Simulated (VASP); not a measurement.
## C: relaxation of cell and atoms with LDA

The system is C.

```
CELL_PARAMETERS angstrom
0.00000 1.76587 1.76587
1.76587 0.00000 1.76587
1.76587 1.76587 0.00000
ATOMIC_POSITIONS crystal
C 0.50000 0.50000 0.50000
C 0.75000 0.75000 0.75000
```

```
Program                : VASP 6.6.1
Task                   : relaxation of cell and atoms
Functional             : LDA
Potentials or basis    : VASP PAW LDA potentials, release 64 (C)
Cutoff                 : 600 eV
k mesh                 : 10 × 10 × 10
Occupations            : gaussian, width 0.01 eV
Spin                   : no spin polarisation
Target pressure        : 2 GPa
Dipole correction      : no
Further INCAR settings : ALGO = Normal; EDIFF = 1e-06; IBRION = 2; EDIFFG = -0.002; NSW = 100; ISIF = 3
```

The relaxed volume is 5.49 Å³/atom. The relaxed cell is a = 2.495 Å, b = 2.495 Å, c = 2.495 Å, α = 60.00°, β = 60.00°, γ = 60.00°. The space group after relaxing (to 0.05 Å) is Fd-3m (No. 227), the energy change on relaxing (the enthalpy is what falls) is +0.1 meV/atom and the ionic steps are 3. The pressure after relaxing is 2.0 GPa and the band gap on the k mesh is 4.21 eV, indirect (least direct gap 5.63 eV).

Step by step:
```
step  energy change (eV)  largest force (eV/Å)  pressure (GPa)  volume (Å³)
   1              0.0000                0.0000            0.84        11.01
   2              0.0009                0.0000            3.58        10.95
   3              0.0002                0.0000            1.99        10.99
```

Final structure:
```yaml
crystal:
  lattice:
    - [0.00000, 1.76442, 1.76442]
    - [1.76442, 0.00000, 1.76442]
    - [1.76442, 1.76442, 0.00000]
  atoms:
    - { symbol: C, position: [0.50000, 0.50000, 0.50000] }
    - { symbol: C, position: [0.75000, 0.75000, 0.75000] }
```

Levels at points of the mesh, in eV from the valence-band top:
```csv
k point,band 1,band 2,band 3,band 4,band 5,band 6,band 7,band 8
"(0.00, 0.00, 0.00)",-21.75,0.00,0.00,0.00,5.63,5.63,5.63,14.29
"(0.50, 0.00, 0.00)",-15.72,-13.72,-2.87,-2.87,8.52,8.52,9.45,15.70
"(0.50, 0.50, 0.00)",-12.84,-12.84,-6.49,-6.49,4.78,4.78,17.11,17.11
```

It took 7.5 s on 1 thread of Intel(R) Xeon(R) Platinum 8259CL CPU @ 2.50GHz (Skylake/Cascade Lake), on a shared host, peak memory 0.11 GiB.

Caveat: the cell is relaxed towards a set pressure, so the enthalpy falls and the energy may rise. A k mesh can miss the band edges.
